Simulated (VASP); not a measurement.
Set up this calculation in VASP 6.6.1, as the native input.

| Quantity | Value |
| --- | --- |
| Task | single point |
| Functional | PBE |
| Potentials or basis | VASP PAW PBE potentials, release 64 (Al, N) |
| Cutoff | 520 eV |
| k mesh | 10 × 10 × 10 |
| Occupations | fermi-dirac, width 0.02 eV |
| Spin | no spin polarisation |
| Dipole correction | no |
| Further INCAR settings | ALGO = Normal; EDIFF = 1e-06; NBANDS = 11 |

The structure of AlN lies in POSCAR:

```
AlN
1.0
    0.0000000000      1.9186600000      1.9780000000
    1.9186600000      0.0000000000      1.9780000000
    1.9186600000      1.9186600000      0.0000000000
Al N
1 1
Direct
    0.0000000000      0.0000000000      0.0000000000
    0.5000000000      0.5000000000      0.5000000000
```

This cell differs from its parent crystal: equal xx and yy strain of -3 %.

These files were run (other wordings do the same):

INCAR

```
PREC = Accurate
ENCUT = 520
EDIFF = 1E-6
ISMEAR = -1
SIGMA = 0.02
LREAL = F
LASPH = T
NELM = 100
ALGO = Normal
ISIF = 2
LWAVE = F
LCHARG = T
GGA = PE
LELF = T
LVHAR = T
NBANDS = 11
```

KPOINTS

```
regular mesh
0
Gamma
  10 10 10
```

Potentials or basis: VASP PAW PBE potentials, release 64 (Al, N).

Command:

```sh
$ cat potpaw_PBE.64/Al/POTCAR potpaw_PBE.64/N/POTCAR > POTCAR
$ mpirun -np 1 vasp_std > vasp.out
```

It gave:

```
Pressure               : 49.6 GPa
Band gap on the k mesh : 4.83 eV, indirect (least direct gap 7.47 eV)
```

Caveat: the cell differs from its parent crystal (equal xx and yy strain of -3 %).

It took 10 s on 1 thread of AMD EPYC 7R13 Processor (Zen 3) (shared host), peak memory 0.1 GiB.
